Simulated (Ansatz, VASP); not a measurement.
**Zn: VASP beside Ansatz**

File INCAR:

```
SYSTEM = Zn
PREC = Accurate ; ENCUT = 600
EDIFF = 1E-6 ; ISMEAR = 0
SIGMA = 0.1 ; LREAL = .FALSE.
LASPH = .TRUE. ; NELM = 100
ALGO = Fast ; ISIF = 3
LWAVE = .FALSE. ; LCHARG = .FALSE.
GGA = PE ; IBRION = 2
NSW = 100 ; EDIFFG = -0.005
```

KPOINTS

```
regular mesh
0
G
  18 18 10
  0 0 0
```

The input POSCAR:

```
Zn
1.0
    2.6143598013      0.0000000000      0.0000000000
   -1.3071799007      2.2641020026      0.0000000000
    0.0000000000      0.0000000000      4.8731610200
Zn
2
Direct
    0.3333333300      0.6666666700      0.2500000000
    0.6666666700      0.3333333300      0.7500000000
```

Input for Ansatz:

```yaml
crystal:
  lattice:
    - [2.6143598013, 0.0, 0.0]
    - [-1.3071799007, 2.2641020026, 0.0]
    - [0.0, 0.0, 4.87316102]
  atoms:
    - { symbol: Zn, position: [0.33333333, 0.66666667, 0.25] }
    - { symbol: Zn, position: [0.66666667, 0.33333333, 0.75] }
basis:
  ecutwfc: 420
kpoints:
  mp_grid: { grid: [18, 18, 10] }
hamiltonian:
  xc: pbe
scf:
  occupations: { method: gaussian, width: 0.1 }
output:
  forces: true
  stress: true
  eigenvalues: true
relax:
  adjacent_minimum: "off"
  f_tol: 0.005
  max_steps: 80
  cell: { stress_tol: 0.05 }
```

Alike in both runs: task relaxation of cell and atoms; functional PBE; k mesh 18 × 18 × 10; occupations gaussian, width 0.1 eV; no spin polarisation.

```csv
,VASP,Ansatz
version,VASP 6.6.1,Ansatz 0.2.0
potentials or method,"VASP PAW PBE potentials, release 64 (Zn), cutoff 600 eV","scalar-relativistic, plane waves, PAW"
valence electrons in the cell,24,24
```

|  | VASP | Ansatz | Ansatz less VASP |
| --- | --- | --- | --- |
| gap on the k mesh at the Fermi level, each at its own relaxed structure (eV) | none | none | - |
| relaxed volume (Å³/atom) | 15.30 | 15.31 | +0.017 |
| relaxed cell length with the largest relative difference (Å) | 5.078 | 5.092 | +0.0142 |

A gap of «none» marks a metal or a gap that the smearing closes.
